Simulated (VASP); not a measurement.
# NaCl (Fm-3m) in VASP: a series of runs

Runs on NaCl. Level: PBE. Tasks: single point.

All numbers are computed with VASP 6.6.1; they aren't measurements. Logs are shortened: lines on timing, memory, paths and dates and some standing lists are left out, and cuts for length are marked.

## (1) The cell of the first run

The structure is cubic, space group Fm-3m (No. 225). The conventional cell has a = 5.856 Å, b = 5.856 Å, c = 5.856 Å, α = 90.00°, β = 90.00°, γ = 90.00°. Within 3.9 Å of Na (site symmetry m-3m) lie 6 Cl at 2.93 Å. Within 3.9 Å of Cl (site symmetry m-3m) lie 6 Na at 2.93 Å.

## (2) Single point, PBE (Li replaced by Na, lengths x 1.099, strained)

Input file INCAR:

```
SYSTEM = NaCl
PREC     = Accurate       ! precision mode
ENCUT    = 500            ! plane-wave cutoff, eV
EDIFF    = 1E-6           ! SCF threshold, eV
ISMEAR   = 0              ! smearing method
SIGMA    = 0.1            ! smearing width, eV
LREAL    = .False.        ! projectors in reciprocal space
LASPH    = .True.         ! aspherical terms in the spheres
NELM     = 120            ! most SCF steps
ALGO     = Normal         ! electronic algorithm
ISIF     = 2              ! what is computed and relaxed
LWAVE    = .False.        ! write WAVECAR
LCHARG   = .True.         ! write CHGCAR
GGA      = PE             ! functional
LELF     = .True.         ! ELF
LVHAR    = .True.       
NBANDS   = 14             ! bands
GGA_COMPAT= .False.
```

Input file KPOINTS:

```
regular mesh
0
Gamma
  6 6 6
  0 0 0
```

Input file POSCAR:

```
NaCl
1.0
    0.0000000000      2.9281294874      2.9281294874
    2.9281294874      0.0000000000      2.9281294874
    2.9281294874      2.9281294874      0.0000000000
Na Cl
1 1
Direct
    0.0000000000      0.0000000000      0.0000000000
    0.5000000000      0.5000000000      0.5000000000
```

Potentials or basis: VASP PAW PBE potentials, release 64 (Na_pv, Cl).

The run is started by

```
> cat potpaw_PBE.64/Na_pv/POTCAR potpaw_PBE.64/Cl/POTCAR > POTCAR
> mpirun -np 1 vasp_std > vasp.out
```

OUTCAR:

```text
SYSTEM = NaCl
   PREC = Accurate
   ENCUT = 500
   EDIFF = 1E-6
   ISMEAR = 0
   LREAL = .False.
   LASPH = .True.
   NELM = 120
   ISIF = 2
   GGA = PE

 ion  position               nearest neighbor table
   1  0.000  0.000  0.000-
   2  0.500  0.500  0.500-

  LATTYP: Found a face centered cubic cell.
 ALAT       =     5.8562589748

  Lattice vectors:

 A1 = (   0.0000000000,   2.9281294874,   2.9281294874)
 A2 = (   2.9281294874,   0.0000000000,   2.9281294874)
 A3 = (   2.9281294874,   2.9281294874,   0.0000000000)

Analysis of symmetry for initial positions (statically):
=====================================================================
 Subroutine PRICEL returns:
 Original cell was already a primitive cell.

 Routine SETGRP: Setting up the symmetry group for a
 face centered cubic supercell.

 Subroutine GETGRP returns: Found 48 space group operations
 (whereof 48 operations were pure point group operations)
 out of a pool of 48 trial point group operations.

The static configuration has the point symmetry O_h .

Analysis of symmetry for dynamics (positions and initial velocities):
=====================================================================
 Subroutine PRICEL returns:
 Original cell was already a primitive cell.

 Routine SETGRP: Setting up the symmetry group for a
 face centered cubic supercell.

 Subroutine GETGRP returns: Found 48 space group operations
 (whereof 48 operations were pure point group operations)
 out of a pool of 48 trial point group operations.

The dynamic configuration has the point symmetry O_h .

 Subroutine INISYM returns: Found 48 space group operations
 (whereof 48 operations are pure point group operations),
 and found     1 'primitive' translations

----------------------------------------------------------------------------------------

                                     Primitive cell

  volume of cell :      50.2112

  direct lattice vectors                    reciprocal lattice vectors
     0.000000000  2.928129487  2.928129487    -0.170757476  0.170757476  0.170757476
     2.928129487  0.000000000  2.928129487     0.170757476 -0.170757476  0.170757476
     2.928129487  2.928129487  0.000000000     0.170757476  0.170757476 -0.170757476

  length of vectors
     4.141000433  4.141000433  4.141000433     0.295760624  0.295760624  0.295760624

  position of ions in fractional coordinates (direct lattice)
     0.000000000  0.000000000  0.000000000
     0.500000000  0.500000000  0.500000000

  ion indices of the primitive-cell ions
[... 76 lines left out ...]
   PSTRESS=    0.0 pullay stress
   NELECT =      14.0000    total number of electrons
   NUPDOWN=      -1.0000    fix difference up-down
   EMIN   =  10.00;   EMAX   =-10.00  energy-range for DOS
   EFERMI =   0.00;   METHOD = LEGACY
   ISMEAR =     0;   SIGMA  =   0.10  broadening in eV -4-tet -1-fermi 0-gaus
   EFERMI_NEDOS =   21; number of points for ismear=-14 and -15
   IALGO  =     38    algorithm
   IMIX   =      4    mixing-type and parameters
     AMIX     =   0.40;   BMIX     =  1.00
     AMIX_MAG =   1.60;   BMIX_MAG =  1.00
  volume/ion in A,a.u.               =      25.11       169.42
  Fermi-wavevector in a.u.,A,eV,Ry     =   1.069508  2.021076 15.562978  1.143847
  Thomas-Fermi vector in A             =   2.205189
   LORBIT       =      0    0 simple, 1 ext, 2 COOP (PROOUT), +10 PAW based schemes
   GGA     = PE    functional components
   LHFCALC =     F    Hartree Fock is set to
   AEXX    =    0.0000 exact exchange contribution
   IVDW    =     0    specifies the selected vdW correction
   LEPSILON=     F    determine dielectric tensor
   LRPA    =     F    only Hartree local field effects (RPA)
 non-spin polarized calculation
 Gauss-broadening in eV      SIGMA  =   0.10
  energy-cutoff  :      500.00
  volume of cell :       50.21
 maximum number of plane-waves:      1303
   NGX = 15   NGY = 15   NGZ = 15

 number of electron      14.0000005 magnetization

 Free energy of the ion-electron system (eV)
  ---------------------------------------------------
  ext. energy  EPLUGINS =         0.00000000
  ---------------------------------------------------
  free energy    TOTEN  =        -6.75607185 eV

  energy without entropy =       -6.75607185  energy(sigma->0) =       -6.75607185

 E-fermi :  -0.7888     XC(G=0):  -7.6953

 val. band max:       -1.3325352027   @ k =   0.0000   0.0000   0.0000
 cond. band min:       3.3705435240   @ k =   0.0000   0.0000   0.0000
 fundamental gap:      4.7030787267
 Fermi energy:        -0.7888123625

 k-point     1 :       0.0000    0.0000    0.0000
  band No.  band energies     occupation
      1     -22.3944      2.00000
      2     -22.3944      2.00000
      3     -22.3944      2.00000
      4     -13.7644      2.00000
      5      -1.3325      2.00000
      6      -1.3325      2.00000
      7      -1.3325      2.00000
      8       3.3705      0.00000
      9       9.6492      0.00000
     10       9.6492      0.00000
     11       9.6492      0.00000
     12      11.6708      0.00000
     13      11.6708      0.00000
     14      13.0910      0.00000
[... 241 lines left out ...]
      1     -22.4047      2.00000
      2     -22.4011      2.00000
      3     -22.4001      2.00000
      4     -13.4785      2.00000
      5      -2.5217      2.00000
      6      -2.0826      2.00000
      7      -1.9207      2.00000
      8       6.6251      0.00000
      9       7.4439      0.00000
     10       8.6445      0.00000
     11      10.1029      0.00000
     12      12.9439      0.00000
     13      14.1315      0.00000
     14      14.3099      0.00000

------------------------ aborting loop because EDIFF is reached ----------------------------------------

  FORCE on cell =-STRESS in cart. coord.  units (eV):
  Direction    XX          YY          ZZ          XY          YZ          ZX
  --------------------------------------------------------------------------------------
  -------------------------------------------------------------------------------------
  Total       -0.5256038     -0.5256038     -0.5256038      0.0000000      0.0000000     -0.0000000
  in kB      -16.7713581    -16.7713581    -16.7713581      0.0000000      0.0000000     -0.0000000
  external PRESSURE =     -16.7713581 kB  Pullay stress =       0.0000000 kB

 VOLUME and BASIS-vectors are now :
 -----------------------------------------------------------------------------
  energy-cutoff  :      500.00
  volume of cell :       50.21
      direct lattice vectors                 reciprocal lattice vectors
     0.000000000  2.928129487  2.928129487    -0.170757476  0.170757476  0.170757476
     2.928129487  0.000000000  2.928129487     0.170757476 -0.170757476  0.170757476
     2.928129487  2.928129487  0.000000000     0.170757476  0.170757476 -0.170757476

 POSITION                                       TOTAL-FORCE (eV/Angst)
 -----------------------------------------------------------------------------------
      0.00000      0.00000      0.00000         0.000000     -0.000000      0.000000
      2.92813      2.92813      2.92813        -0.000000      0.000000     -0.000000
 -----------------------------------------------------------------------------------
    total drift:                                0.000000      0.000000      0.000000

  FREE ENERGIE OF THE ION-ELECTRON SYSTEM (eV)
  ---------------------------------------------------
  free  energy   TOTEN  =        -6.7560718514 eV

  energy  without entropy=       -6.7560718514  energy(sigma->0) =       -6.75607185
```

Wall time 8.4 s (1 thread of Intel Xeon Platinum 8375C at 2.90GHz (Ice Lake), shared host); peak memory 0.16 GiB.

What came out:

| Quantity | Value |
| --- | --- |
| Free energy | -6.7561 eV |
| Pressure | -1.7 GPa |
| Band gap on the k mesh | 4.70 eV |

Levels at points of the mesh, in eV from the valence-band top:
```
           k point  band 5  band 6  band 7  band 8  band 9  band 10
(0.00, 0.00, 0.00)    0.00    0.00    0.00    4.70   10.98    10.98
(0.50, 0.00, 0.00)   -1.61   -0.21   -0.21    7.06    9.73    10.68
(0.50, 0.50, 0.00)   -1.38   -0.49   -0.49    7.20    8.14    10.55
```

Caveat: the cell differs from its parent crystal (Li replaced by Na, lengths x 1.099, strained).

## (3) Single point, PBE (Li replaced by Na, lengths x 1.099, strained)

Input file INCAR:

```
SYSTEM = NaCl
PREC = Accurate
ENCUT = 500
EDIFF = 1E-6
ISMEAR = 0
SIGMA = 0.02
LREAL = .FALSE.
LASPH = .TRUE.
NELM = 120
ALGO = Normal
ISIF = 2
LWAVE = .FALSE.
LCHARG = .FALSE.
GGA = PE
NBANDS = 14
GGA_COMPAT = .FALSE.
```

Input file KPOINTS:

```
regular mesh
0
G
  8 8 8
  0 0 0
```

POSCAR is that of step 2.

Potentials or basis: VASP PAW PBE potentials, release 64 (Na_pv, Cl).

The run is started by

```
> cat potpaw_PBE.64/Na_pv/POTCAR potpaw_PBE.64/Cl/POTCAR > POTCAR
> mpirun -np 1 vasp_std > vasp.out
```

It took 30 s on 1 thread of Intel Xeon 8259CL, shared host; peak memory 0.16 GiB.

It converged, with:

```
Free energy            : -6.7560 eV
Pressure               : -1.7 GPa
Band gap on the k mesh : 4.70 eV
```

Levels at points of the mesh, in eV from the valence-band top:
```csv
k point,band 5,band 6,band 7,band 8,band 9,band 10
"(0.00, 0.00, 0.00)",0.00,0.00,0.00,4.70,10.98,10.98
"(0.50, 0.00, 0.00)",-1.61,-0.21,-0.21,7.06,9.73,10.68
"(0.50, 0.50, 0.00)",-1.38,-0.49,-0.49,7.20,8.14,10.55
```

Caveat: the cell differs from its parent crystal (Li replaced by Na, lengths x 1.099, strained). A k mesh can miss the band edges.
